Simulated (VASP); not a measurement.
Ga11CoAs12 (a cell with a defect): relaxation of the atoms with PBEsol+U

The system is Ga11CoAs12 (a cell with a defect).

```
Co Ga As
1.0
     0.00000    8.48055    8.48055
     5.65370    0.00000    5.65370
     5.65370    5.65370    0.00000
Co Ga As
1 11 12
Cartesian
  -0.0462 -0.0052 0.0141
  2.8240 2.7736 0.0489
  2.8369 -0.0424 2.7999
  5.7064 2.8226 2.8499
  -0.0283 2.8110 2.8449
  2.8128 5.6903 2.8106
  2.8926 2.8476 5.6843
  5.5958 5.6928 5.6364
  -0.0228 5.6346 5.7000
  2.8145 8.4944 5.5883
  2.8373 5.6516 8.5081
  5.6416 8.4627 8.4926
  1.4234 1.4311 1.4258
  4.2290 4.2430 1.4369
  4.2533 1.3887 4.2509
  7.0562 4.1842 4.2377
  1.4234 4.3051 4.2471
  4.2458 7.1137 4.2824
  4.2153 4.2512 7.1117
  7.0355 7.0754 7.1008
  1.4438 7.1099 7.0961
  4.2077 9.8499 7.1137
  4.2247 7.0462 9.9072
  7.0934 9.9125 9.9573
```

This cell differs from its parent crystal: atoms moved at random.

- Program: VASP 6.6.1
- Task: relaxation of the atoms
- Functional: PBEsol
- Potentials or basis: VASP PAW PBE potentials, release 64 (Co, Ga_d, As)
- Cutoff: 350 eV
- k mesh: 2 × 2 × 2
- Occupations: gaussian, width 0.03 eV
- Spin: collinear spin, ferromagnetic start
- Starting moments: [1.0, 0.0, 0.0, 0.0, 0.0, 0.0, 0.0, 0.0, 0.0, 0.0, 0.0, 0.0, 0.0, 0.0, 0.0, 0.0, 0.0, 0.0, 0.0, 0.0, 0.0, 0.0, 0.0, 0.0] μB
- Fixed moment: 1 μB
- Hubbard terms: Co d U = 4 eV
- Dq: -1
- Further INCAR settings: LREAL = Auto; ALGO = Normal; EDIFF = 1e-05; ISYM = 0; IBRION = 2; EDIFFG = -0.03; NSW = 60; NELECT = 213.0

```yaml
Energy_gained_by_relaxing: 23.2 meV/atom
Ionic_steps: 18
Largest_force_after_relaxing: 0.027 eV/Å
Net_moment: 1.00 μB per cell
Site_moments: Co +1.58; Ga -0.01, -0.02, +0.00, -0.00 (each value once); As -0.05, -0.09, -0.08, -0.01, -0.03 (each value once) μB
Valence_electrons_inside_the_program's_atomic_spheres: Co 8.24; Ga 11.68, 11.69 (each value once); As 2.83, 2.84, 2.85 (each value once)
```

Forces on the atoms (eV/Å):
```
Co  -0.012 -0.008 -0.003
Ga   0.002  0.003  0.005
Ga   0.007  0.020 -0.001
Ga  -0.016 -0.009  0.005
Ga  -0.026 -0.001 -0.003
Ga   0.019  0.009 -0.002
Ga   0.008 -0.013  0.004
Ga   0.008 -0.006  0.004
Ga  -0.015  0.021 -0.001
Ga   0.012 -0.007  0.005
Ga   0.001  0.002  0.000
Ga   0.012  0.002 -0.003
As  -0.006  0.000 -0.018
As  -0.027  0.002  0.000
As   0.000  0.014 -0.003
As   0.008  0.008  0.006
As   0.002 -0.009  0.008
As  -0.014 -0.008  0.008
As  -0.007 -0.002 -0.001
As   0.017 -0.002  0.010
As   0.011  0.002 -0.005
As  -0.001 -0.011 -0.008
As   0.007  0.000 -0.008
As   0.011 -0.009 -0.001
```

Step by step:
| step | energy change (eV) | largest force (eV/Å) | pressure (GPa) |
| --- | --- | --- | --- |
| 1 | 0.0000 | 1.1812 | 2.67 |
| 2 | -0.4097 | 0.6263 | 2.41 |
| 3 | -0.4734 | 0.5169 | 2.37 |
| 4 | -0.5274 | 0.2818 | 2.34 |
| 5 | -0.5410 | 0.1645 | 2.31 |
| 6 | -0.5413 | 0.1660 | 2.29 |
| 7 | -0.5484 | 0.1123 | 2.30 |
| 8 | -0.5495 | 0.0888 | 2.30 |
| 9 | -0.5484 | 0.1205 | 2.30 |
| 10 | -0.5498 | 0.0937 | 2.30 |
| 11 | -0.5527 | 0.0410 | 2.28 |
| 12 | -0.5535 | 0.0632 | 2.25 |
| 13 | -0.5551 | 0.0322 | 2.30 |
| 14 | -0.5557 | 0.0342 | 2.27 |
| 15 | -0.5558 | 0.0599 | 2.29 |
| 16 | -0.5559 | 0.0513 | 2.31 |
| 17 | -0.5570 | 0.0302 | 2.27 |
| 18 | -0.5572 | 0.0268 | 2.28 |

Final structure:
```
Co Ga As
1.0
     0.00000    8.48055    8.48055
     5.65370    0.00000    5.65370
     5.65370    5.65370    0.00000
Co Ga As
1 11 12
Direct
  0.00669 0.99371 0.98941
  0.00362 0.00679 0.49131
  0.00337 0.49605 0.00214
  0.00178 0.50101 0.49734
  0.32767 0.00586 0.00425
  0.33157 0.00299 0.49946
  0.33113 0.50067 0.00291
  0.33342 0.50041 0.49979
  0.67000 0.00578 0.00071
  0.66802 0.00451 0.49148
  0.66757 0.49458 0.00245
  0.66912 0.50099 0.49661
  0.07900 0.12113 0.11624
  0.08234 0.12551 0.63122
  0.08193 0.63509 0.12183
  0.08298 0.62881 0.62447
  0.41956 0.12470 0.12345
  0.41697 0.12466 0.62692
  0.41661 0.62839 0.12401
  0.41781 0.62538 0.62499
  0.76501 0.12073 0.11736
  0.75207 0.12501 0.62314
  0.75177 0.62799 0.12067
  0.75090 0.62678 0.62445
```

Eigenvalues of the final occupation matrices:
```tsv
site	spin	trace	eigenvalues
site 1 d	1	4.49	0.81 0.91 0.92 0.92 0.93
site 1 d	2	2.93	0.13 0.14 0.87 0.90 0.90
```

Run time: 94 min on 4 MPI ranks on Intel(R) Xeon(R) Platinum 8488C (Sapphire Rapids), with other jobs on the host, peak memory 0.54 GiB a rank.

Caveat: the k points lie up to 0.48 Å⁻¹ apart; the cell differs from its parent crystal (atoms moved at random); the cell is charged against a uniform background, so pressure and absolute levels hang on convention; the cutoff is under 1.25 times the usual one of these potentials, so pressure, stress and relaxed cells hold a basis-set (Pulay) error; the PAW data sets were made with another functional, which shifts forces and pressure a little; the total moment is fixed, so each spin has its own Fermi level; the U is typed as a test and isn't derived for this compound. The state reached can hang on the start; a lower one may exist.
